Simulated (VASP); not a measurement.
# Mg3ZrN (P6mm) in VASP: a series of runs, part 2 of 2

VASP 6.6.1. The steps go on from the part before.

**3. Single point, PBE**

This run uses another cell than the first one, of 30.27 Å³/atom, 1.623 times its volume.

Contents of INCAR:

```
SYSTEM = Mg3ZrN
PREC = Accurate
ENCUT = 520
EDIFF = 1E-6
ISMEAR = 0
SIGMA = 0.1
LREAL = .False.
LASPH = .True.
NELM = 100
ALGO = Normal
ISIF = 2
LWAVE = .False.
LCHARG = .True.
GGA = PE
LELF = .True.
LVHAR = .True.
NBANDS = 20
```

Contents of KPOINTS:

```
Automatic mesh
0
Gamma
  6 6 2
  0 0 0
```

Contents of POSCAR:

```
Mg3ZrN
1.0
    4.9896152710      0.0000000000      0.0000000000
   -2.4948076355      4.3211335798      0.0000000000
    0.0000000000      0.0000000000      7.0188722091
Mg Zr N
3 1 1
Direct
    0.3333333333      0.6666666667      0.2886311468
    0.6666666667      0.3333333333      0.2886311468
    0.0000000000      0.0000000000      0.5364881844
    0.0000000000      0.0000000000      0.0722266047
    0.0000000000      0.0000000000      0.8143092574
```

Potentials or basis: VASP PAW PBE potentials, release 64 (Mg, Zr_sv, N).

Command:

```console
$ cat potpaw_PBE.64/Mg/POTCAR potpaw_PBE.64/Zr_sv/POTCAR potpaw_PBE.64/N/POTCAR > POTCAR
$ mpirun -np 1 vasp_std > vasp.out
```

OUTCAR:

```text
SYSTEM = Mg3ZrN
   PREC = Accurate
   ENCUT = 520
   EDIFF = 1E-6
   ISMEAR = 0
   LREAL = .False.
   LASPH = .True.
   NELM = 100
   ISIF = 2
   GGA = PE

 ion  position               nearest neighbor table
   1  0.333  0.667  0.289-   2 2.88   2 2.88   2 2.88   4 3.26   4 3.26   4 3.26   3 3.37   3 3.37
                             3 3.37
   2  0.667  0.333  0.289-   1 2.88   1 2.88   1 2.88   4 3.26   4 3.26   4 3.26   3 3.37   3 3.37
                             3 3.37
   3  0.000  0.000  0.536-   5 1.95   4 3.26   1 3.37   2 3.37   2 3.37   1 3.37   2 3.37   1 3.37
                             4 3.76
   4  0.000  0.000  0.072-   5 1.81   2 3.26   1 3.26   2 3.26   1 3.26   2 3.26   1 3.26   3 3.26
                             3 3.76
   5  0.000  0.000  0.814-   4 1.81   3 1.95

  LATTYP: Found a hexagonal cell.
 ALAT       =     4.9896152710
 C/A-ratio  =     1.4066960733

  Lattice vectors:

 A1 = (   4.9896152710,   0.0000000000,   0.0000000000)
 A2 = (  -2.4948076355,   4.3211335798,   0.0000000000)
 A3 = (   0.0000000000,   0.0000000000,   7.0188722091)

Analysis of symmetry for initial positions (statically):
=====================================================================
 Subroutine PRICEL returns:
 Original cell was already a primitive cell.

 Routine SETGRP: Setting up the symmetry group for a
 hexagonal supercell.

 Subroutine GETGRP returns: Found 12 space group operations
 (whereof 12 operations were pure point group operations)
 out of a pool of 24 trial point group operations.

The static configuration has the point symmetry C_6v.

Analysis of symmetry for dynamics (positions and initial velocities):
=====================================================================
 Subroutine PRICEL returns:
 Original cell was already a primitive cell.

 Routine SETGRP: Setting up the symmetry group for a
 hexagonal supercell.

 Subroutine GETGRP returns: Found 12 space group operations
 (whereof 12 operations were pure point group operations)
 out of a pool of 24 trial point group operations.

The dynamic configuration has the point symmetry C_6v.

 Subroutine INISYM returns: Found 12 space group operations
 (whereof 12 operations are pure point group operations),
 and found     1 'primitive' translations

----------------------------------------------------------------------------------------

                                     Primitive cell

  volume of cell :     151.3325

  direct lattice vectors                    reciprocal lattice vectors
     4.989615271  0.000000000  0.000000000     0.200416254  0.115710378  0.000000000
    -2.494807635  4.321133580  0.000000000     0.000000000  0.231420756  0.000000000
     0.000000000  0.000000000  7.018872209     0.000000000  0.000000000  0.142473031

  length of vectors
     4.989615271  4.989615271  7.018872209     0.231420756  0.231420756  0.142473031

  position of ions in fractional coordinates (direct lattice)
     0.333333333  0.666666667  0.288631147
     0.666666667  0.333333333  0.288631147
     0.000000000  0.000000000  0.536488184
     0.000000000  0.000000000  0.072226605
     0.000000000  0.000000000  0.814309257
[... 38 lines left out ...]
  0.166667  0.000000  0.000000      6.000000
  0.333333  0.000000  0.000000      6.000000
  0.500000  0.000000  0.000000      3.000000
  0.166667  0.166667  0.000000      6.000000
  0.333333  0.166667  0.000000     12.000000
  0.333333  0.333333  0.000000      2.000000
  0.000000  0.000000  0.500000      1.000000
  0.166667  0.000000  0.500000      6.000000
  0.333333  0.000000  0.500000      6.000000
  0.500000  0.000000  0.500000      3.000000
  0.166667  0.166667  0.500000      6.000000
  0.333333  0.166667  0.500000     12.000000
  0.333333  0.333333  0.500000      2.000000
   k-points           NKPTS =     14   k-points in BZ     NKDIM =     14   number of bands    NBANDS=     20
   number of dos      NEDOS =    301   number of ions     NIONS =      5
   total plane-waves  NPLWV =  86400
   dimension x,y,z NGX =    40 NGY =   40 NGZ =   54
   dimension x,y,z NGXF=    80 NGYF=   80 NGZF=  108
   ions per type =               3   1   1
   NGX,Y,Z   is equivalent  to a cutoff of  13.33, 13.33, 12.79 a.u.
   NGXF,Y,Z  is equivalent  to a cutoff of  26.65, 26.65, 25.58 a.u.
 SYSTEM =  Mg3ZrN
   PREC   = accura    normal or accurate (medium, high low for compatibility)
   ISTART =      0    job   : 0-new  1-cont  2-samecut
   ICHARG =      2    charge: 1-file 2-atom 10-const
   ISPIN  =      1    spin polarized calculation?
   LNONCOLLINEAR =      F non collinear calculations
   LSORBIT =      F    spin-orbit coupling
   LASPH  =      T    aspherical Exc in radial PAW
   ENCUT  =  520.0 eV  38.22 Ry    6.18 a.u.   9.28  9.28 13.05*2*pi/ulx,y,z
   NELM   =    100;   NELMIN=  2; NELMDL= -5     # of ELM steps
   EDIFF  = 0.1E-05   stopping-criterion for ELM
   LREAL  =      F    real-space projection
   EDIFFG = 0.1E-04   stopping-criterion for IOM
   NSW    =      0    number of steps for IOM
   IBRION =     -1    ionic relax: 0-MD 1-quasi-New 2-CG
   NFREE  =      0    steps in history (QN), initial steepest desc. (CG)
   ISIF   =      2    stress and relaxation
   ISYM   =      2    0-nonsym 1-usesym 2-fastsym
   POTIM  = 0.5000    time-step for ionic-motion
   TEBEG  =    0.0;   TEEND  =   0.0 temperature during run
   PSTRESS=    0.0 pullay stress
   NELECT =      23.0000    total number of electrons
   NUPDOWN=      -1.0000    fix difference up-down
   EMIN   =  10.00;   EMAX   =-10.00  energy-range for DOS
   EFERMI =   0.00;   METHOD = LEGACY
   ISMEAR =     0;   SIGMA  =   0.10  broadening in eV -4-tet -1-fermi 0-gaus
   EFERMI_NEDOS =   21; number of points for ismear=-14 and -15
   IALGO  =     38    algorithm
   IMIX   =      4    mixing-type and parameters
     AMIX     =   0.40;   BMIX     =  1.00
     AMIX_MAG =   1.60;   BMIX_MAG =  1.00
  volume/ion in A,a.u.               =      30.27       204.25
  Fermi-wavevector in a.u.,A,eV,Ry     =   0.873655  1.650969 10.384966  0.763273
  Thomas-Fermi vector in A             =   1.993076
   LORBIT       =      0    0 simple, 1 ext, 2 COOP (PROOUT), +10 PAW based schemes
   GGA     = PE    functional components
   LHFCALC =     F    Hartree Fock is set to
   AEXX    =    0.0000 exact exchange contribution
   IVDW    =     0    specifies the selected vdW correction
   LEPSILON=     F    determine dielectric tensor
   LRPA    =     F    only Hartree local field effects (RPA)
 non-spin polarized calculation
 Gauss-broadening in eV      SIGMA  =   0.10
  energy-cutoff  :      520.00
  volume of cell :      151.33
 maximum number of plane-waves:      4094
 NGX is ok and might be reduce to    40
   NGX = 19   NGY = 19   NGZ = 27

 number of electron      23.0000001 magnetization

 Free energy of the ion-electron system (eV)
  ---------------------------------------------------
  ext. energy  EPLUGINS =         0.00000000
  ---------------------------------------------------
  free energy    TOTEN  =       -19.85258148 eV

  energy without entropy =      -19.83502330  energy(sigma->0) =      -19.84380239

 E-fermi :   1.1601     XC(G=0):  -7.3658

 val. band max:        1.1448659452   @ k =   0.1667   0.0000   0.0000
 cond. band min:       1.2022480893   @ k =   0.0000   0.0000   0.0000
 fundamental gap:      0.0573821441
 Fermi energy:         1.1601077424

 k-point     1 :       0.0000    0.0000    0.0000
  band No.  band energies     occupation
      1     -47.6194      2.00000
      2     -25.8067      2.00000
      3     -25.7937      2.00000
      4     -25.7937      2.00000
      5     -10.6949      2.00000
      6      -4.0280      2.00000
[... 311 lines left out ...]
     19       5.2461      0.00000
     20       6.2774      0.00000

------------------------ aborting loop because EDIFF is reached ----------------------------------------

  FORCE on cell =-STRESS in cart. coord.  units (eV):
  Direction    XX          YY          ZZ          XY          YZ          ZX
  --------------------------------------------------------------------------------------
  -------------------------------------------------------------------------------------
  Total        0.3091693      0.3091693      0.1248095      0.0000000      0.0000000      0.0000000
  in kB        3.2732172      3.2732172      1.3213756      0.0000000      0.0000000      0.0000000
  external PRESSURE =       2.6226034 kB  Pullay stress =       0.0000000 kB

 VOLUME and BASIS-vectors are now :
 -----------------------------------------------------------------------------
  energy-cutoff  :      520.00
  volume of cell :      151.33
      direct lattice vectors                 reciprocal lattice vectors
     4.989615271  0.000000000  0.000000000     0.200416254  0.115710378  0.000000000
    -2.494807635  4.321133580  0.000000000     0.000000000  0.231420756  0.000000000
     0.000000000  0.000000000  7.018872209     0.000000000  0.000000000  0.142473031

 POSITION                                       TOTAL-FORCE (eV/Angst)
 -----------------------------------------------------------------------------------
     -0.00000      2.88076      2.02587         0.000000     -0.000000      0.001780
      2.49481      1.44038      2.02587        -0.000000      0.000000      0.001780
      0.00000      0.00000      3.76554        -0.000000      0.000000     -0.007292
      0.00000      0.00000      0.50695         0.000000      0.000000      0.129507
      0.00000      0.00000      5.71553        -0.000000     -0.000000     -0.125776
 -----------------------------------------------------------------------------------
    total drift:                               -0.000000     -0.000000      0.000400

  FREE ENERGIE OF THE ION-ELECTRON SYSTEM (eV)
  ---------------------------------------------------
  free  energy   TOTEN  =       -19.8525814774 eV

  energy  without entropy=      -19.8350232972  energy(sigma->0) =      -19.84380239
```

Wall time 48 s (1 thread of Intel Xeon Platinum 8488C (Sapphire Rapids), shared host); peak memory 0.3 GiB.

Results:

```yaml
Free_energy: -19.8526 eV
Pressure: 0.3 GPa
Largest_force: 0.130 eV/Å
```

Forces on the atoms (eV/Å):
```
Mg   0.000  0.000  0.002
Mg   0.000  0.000  0.002
Mg   0.000  0.000 -0.007
Zr   0.000  0.000  0.130
N    0.000  0.000 -0.126
```

Caveat: the k points lie up to 0.45 Å⁻¹ apart.

**4. Single point, PBE**

This run uses another cell than the first one, of 30.71 Å³/atom, 1.647 times its volume.

Contents of INCAR:

```
SYSTEM = Mg3ZrN
PREC     = Accurate       ! precision mode
ENCUT    = 520            ! plane-wave cutoff, eV
EDIFF    = 1E-6           ! SCF threshold, eV
ISMEAR   = 0              ! smearing method
SIGMA    = 0.1            ! smearing width, eV
LREAL    = .False.        ! projectors in reciprocal space
LASPH    = .True.         ! aspherical terms in the spheres
NELM     = 60             ! most SCF steps
ALGO     = Normal         ! electronic algorithm
ISIF     = 2              ! what is computed and relaxed
LWAVE    = .False.        ! write WAVECAR
LCHARG   = .False.        ! write CHGCAR
GGA      = PE             ! functional
NBANDS   = 20             ! bands
```

Contents of KPOINTS:

```
regular mesh
0
Gamma
  6 6 4
  0 0 0
```

Contents of POSCAR:

```
Mg3ZrN
1.0
    5.0370846635      0.0000000000      0.0000000000
   -2.5185423317      4.3622432796      0.0000000000
    0.0000000000      0.0000000000      6.9889552841
Mg Zr N
3 1 1
Direct
    0.3333333333      0.6666666667      0.2884475204
    0.6666666667      0.3333333333      0.2884475204
    0.0000000000      0.0000000000      0.5354261059
    0.0000000000      0.0000000000      0.0734011787
    0.0000000000      0.0000000000      0.8145640147
```

Command:

```console
$ cat potpaw_PBE.64/Mg/POTCAR potpaw_PBE.64/Zr_sv/POTCAR potpaw_PBE.64/N/POTCAR > POTCAR
$ mpirun -np 1 vasp_std > vasp.out
```

Wall time 60 s (1 thread of Intel Xeon Platinum 8488C (Sapphire Rapids), shared host); peak memory 0.31 GiB.

It converged, with:

* Free energy: -19.8305 eV
* Pressure: 0.0 GPa
* Largest force: 0.176 eV/Å

Forces on the atoms (eV/Å):
```
Mg   0.000  0.000 -0.006
Mg   0.000  0.000 -0.006
Mg   0.000  0.000 -0.007
Zr   0.000  0.000  0.176
N    0.000  0.000 -0.156
```

Stress tensor (GPa, compression positive):
```
-0.04  0.00  0.00
 0.00 -0.04  0.00
 0.00  0.00  0.20
```

Levels at points of the mesh, in eV from the Fermi level:
```tsv
k point	band 9	band 10	band 11	band 12	band 13	band 14
(0.00, 0.00, 0.00)	-1.71	-1.56	0.03	0.03	1.11	1.11
(0.50, 0.00, 0.00)	-2.00	-1.78	-0.55	-0.27	0.75	1.17
(0.00, 0.00, 0.50)	-1.77	-0.94	0.05	0.05	1.50	1.50
(0.50, 0.00, 0.50)	-1.90	-1.88	-0.05	0.06	0.66	1.20
```

**5. Relaxation of cell and atoms, PBE**

Contents of INCAR:

```
ALGO = Normal ; EDIFF = 1E-7
EDIFFG = -0.04 ; ENCUT = 600
GGA = PE ; IBRION = 2
ISIF = 3 ; ISMEAR = 0
LASPH = T ; LCHARG = F
LREAL = F ; LWAVE = F
NELM = 60 ; NSW = 90
PREC = Accurate ; SIGMA = 0.1
```

Contents of KPOINTS:

```
k-points
0
Gamma
  6 6 2
```

Contents of POSCAR:

```
Mg3ZrN
1.0
    3.4594675400      0.0000000000      0.0000000000
   -1.7297337700      2.9959867700      0.0000000000
    0.0000000000      0.0000000000      8.9970919700
Mg Zr N
3 1 1
Direct
    0.3333333300      0.6666666700      0.3864852200
    0.6666666700      0.3333333300      0.3864852200
    0.0000000000      0.0000000000      0.3870602500
    0.0000000000      0.0000000000      0.0405410300
    0.0000000000      0.0000000000      0.7997146200
```

Command:

```console
$ cat potpaw_PBE.64/Mg/POTCAR potpaw_PBE.64/Zr_sv/POTCAR potpaw_PBE.64/N/POTCAR > POTCAR
$ mpirun -np 1 vasp_std > vasp.out
```

It took 15 min on 1 thread of Intel Xeon Platinum 8488C (Sapphire Rapids), shared host; peak memory 0.25 GiB.

It converged, with:

- Free energy: -19.5718 eV
- Relaxed volume: 28.83 Å³/atom
- Relaxed cell: a = 4.763 Å, b = 4.763 Å, c = 7.335 Å, α = 90.00°, β = 90.00°, γ = 120.00°
- Space group after relaxing (to 0.05 Å): P6mm (No. 183)
- Energy gained by relaxing: 4660.4 meV/atom
- Ionic steps: 48
- Pressure after relaxing: -0.1 GPa
- Largest force after relaxing: 0.030 eV/Å

Forces in eV/Å, atoms in the order of the input:
```
Mg   0.000  0.000 -0.010
Mg   0.000  0.000 -0.010
Mg   0.000  0.000  0.009
Zr   0.000  0.000 -0.019
N    0.000  0.000  0.030
```

Stress tensor (GPa, compression positive):
```
-0.04  0.00  0.00
 0.00 -0.04  0.00
 0.00  0.00 -0.14
```

Step by step:
```
step  energy change (eV)  largest force (eV/Å)  pressure (GPa)  volume (Å³)
   1              0.0000                3.0484           61.90        93.25
   3            -20.1664                3.0922           -1.27       170.31
   5            -20.3403                2.0839           -2.24       179.44
   7            -20.4478                1.1240           -0.73       176.24
   9            -20.5736                1.2799           -0.48       171.52
  11            -22.0666                4.0370            4.85       132.72
  13            -20.6219               10.7172           10.33       131.91
  15            -20.5018               12.6260           13.82       124.78
  17            -20.4158               12.3572           19.58       115.07
  19            -21.7596                3.2811           11.09       119.38
  21            -22.0539                2.6681            5.00       124.16
  23            -22.1207                2.0014            5.35       124.34
  25            -22.5033                1.3393            1.90       133.31
  27            -22.7250                0.6970           -0.57       145.01
  29            -22.7672                1.1157            0.27       143.78
  31            -23.0001                0.9290            1.19       139.81
  33            -23.2317                1.1398            0.23       138.91
  35            -23.2738                0.6701            0.01       142.90
  37            -23.2902                0.2875           -0.01       143.26
  39            -23.2956                0.4769           -0.38       144.39
  41            -23.2990                0.1391           -0.12       143.89
  43            -23.3008                0.1294            0.20       143.21
  45            -23.3013                0.0572            0.13       143.38
  47            -23.3016                0.0587            0.04       143.74
  48            -23.3018                0.0303           -0.07       144.14
```

Final structure:
```cif
data_structure
_symmetry_space_group_name_H-M 'P 1'
_symmetry_Int_Tables_number 1
_cell_length_a 4.7634
_cell_length_b 4.7634
_cell_length_c 7.3351
_cell_angle_alpha 90.000
_cell_angle_beta 90.000
_cell_angle_gamma 120.000
_cell_volume 144.14
loop_
_atom_site_label
_atom_site_type_symbol
_atom_site_fract_x
_atom_site_fract_y
_atom_site_fract_z
_atom_site_occupancy
Mg1 Mg 0.33333 0.66667 0.29716 1
Mg2 Mg 0.66667 0.33333 0.29716 1
Mg3 Mg 0.00000 0.00000 0.54242 1
Zr1 Zr 0.00000 0.00000 0.05477 1
N1 N 0.00000 0.00000 0.80879 1
```

Levels at points of the mesh, in eV from the Fermi level:
```
           k point  band 7  band 8  band 9  band 10  band 11  band 12  band 13  band 14  band 15
(0.00, 0.00, 0.00)   -2.75   -1.86   -1.60    -1.60     0.29     0.29     1.51     1.51     1.91
(0.50, 0.00, 0.00)   -3.27   -2.54   -2.03    -1.71    -0.56    -0.04     0.43     1.51     1.79
(0.00, 0.00, 0.50)   -2.82   -1.64   -1.64    -1.31     0.30     0.30     1.79     1.84     1.84
(0.50, 0.00, 0.50)   -3.58   -2.08   -1.83    -1.80    -0.18     0.21     0.26     1.46     1.79
```

Caveat: the volume moved by over 15 % at a fixed basis, so the end points are rough.

**6. Single point, PBE**

This run uses another cell than the first one, of 30.74 Å³/atom, 1.648 times its volume.

Contents of INCAR:

```
SYSTEM = Mg3ZrN
PREC = Accurate ; ENCUT = 520
EDIFF = 1E-6 ; ISMEAR = 0
SIGMA = 0.1 ; LREAL = .FALSE.
LASPH = .TRUE. ; NELM = 80
ALGO = Normal ; ISIF = 2
LWAVE = .FALSE. ; LCHARG = .FALSE.
GGA = PE ; NBANDS = 20
```

Contents of KPOINTS:

```
Automatic mesh
0
G
  12 12 6
  0 0 0
```

Contents of POSCAR:

```
Mg3ZrN
1.0
    5.0371589444      0.0000000000      0.0000000000
   -2.5185794722      4.3623076088      0.0000000000
    0.0000000000      0.0000000000      6.9951116839
Mg Zr N
3 1 1
Direct
    0.3333333333      0.6666666667      0.2882467034
    0.6666666667      0.3333333333      0.2882467034
    0.0000000000      0.0000000000      0.5358463198
    0.0000000000      0.0000000000      0.0732400541
    0.0000000000      0.0000000000      0.8147065594
```

Potentials or basis: VASP PAW PBE potentials, release 64 (Mg, Zr_sv, N).

Command:

```console
$ cat potpaw_PBE.64/Mg/POTCAR potpaw_PBE.64/Zr_sv/POTCAR potpaw_PBE.64/N/POTCAR > POTCAR
$ mpirun -np 1 vasp_std > vasp.out
```

Run time: 4.1 min. Hardware: 1 thread of Intel Xeon Platinum 8488C (Sapphire Rapids), shared host; peak memory 0.45 GiB.

Results (log left out):

```
Free energy   : -19.8429 eV
Pressure      : 0.0 GPa
Largest force : 0.146 eV/Å
```

Forces on the atoms (eV/Å):
```
Mg   0.000  0.000  0.001
Mg   0.000  0.000  0.001
Mg   0.000  0.000 -0.013
Zr   0.000  0.000  0.146
N    0.000  0.000 -0.134
```

Stress tensor (GPa, compression positive):
```
-0.06  0.00  0.00
 0.00 -0.06  0.00
 0.00  0.00  0.21
```

Levels at points of the mesh, in eV from the Fermi level:
| k point | band 7 | band 8 | band 9 | band 10 | band 11 | band 12 | band 13 | band 14 | band 15 | band 16 |
| --- | --- | --- | --- | --- | --- | --- | --- | --- | --- | --- |
| (0.00, 0.00, 0.00) | -2.58 | -1.67 | -1.67 | -1.52 | 0.07 | 0.07 | 1.16 | 1.16 | 2.38 | 3.42 |
| (0.50, 0.00, 0.00) | -3.13 | -2.48 | -1.96 | -1.74 | -0.51 | -0.22 | 0.79 | 1.22 | 1.53 | 2.52 |
| (0.00, 0.00, 0.50) | -2.80 | -1.73 | -1.73 | -0.90 | 0.09 | 0.09 | 1.54 | 1.54 | 2.54 | 3.31 |
| (0.50, 0.00, 0.50) | -3.39 | -2.12 | -1.85 | -1.84 | -0.01 | 0.11 | 0.70 | 1.25 | 1.53 | 2.64 |

**7. The runs side by side**

```csv
task,cell,k mesh,cutoff (eV),gap on the mesh (eV),pressure (GPa),largest force (eV/Å)
single point,"a = 3.459, b = 3.459, c = 8.997 Å, angles 90.0, 90.0, 120.0°, 5 atoms",6 × 6 × 2,520,none,61.9,3.05
single point,"a = 4.990, b = 4.990, c = 7.019 Å, angles 90.0, 90.0, 120.0°, 5 atoms",6 × 6 × 2,520,none,0.3,0.13
single point,"a = 5.037, b = 5.037, c = 6.989 Å, angles 90.0, 90.0, 120.0°, 5 atoms",6 × 6 × 4,520,none,0.0,0.18
relaxation of cell and atoms,"relaxed from a = 3.459, b = 3.459, c = 8.997 Å, angles 90.0, 90.0, 120.0°, 5 atoms",6 × 6 × 2,600,none,-0.1,0.03
single point,"a = 5.037, b = 5.037, c = 6.995 Å, angles 90.0, 90.0, 120.0°, 5 atoms",12 × 12 × 6,520,none,0.0,0.15
```

Alike in all rows: level PBE; potentials or basis VASP PAW PBE potentials, release 64 (Mg, Zr_sv, N); no spin polarisation; smearing gaussian 0.1 eV.

Caveats: some runs use coarse meshes; forces of over 1 eV/Å act on the atoms, so gaps and moduli don't describe the material at rest (some runs); the volume moved by over 15 % at a fixed basis, so the end points are rough (some runs).

Total energies depend on the potentials used, so only differences within one code and one set of settings carry meaning.
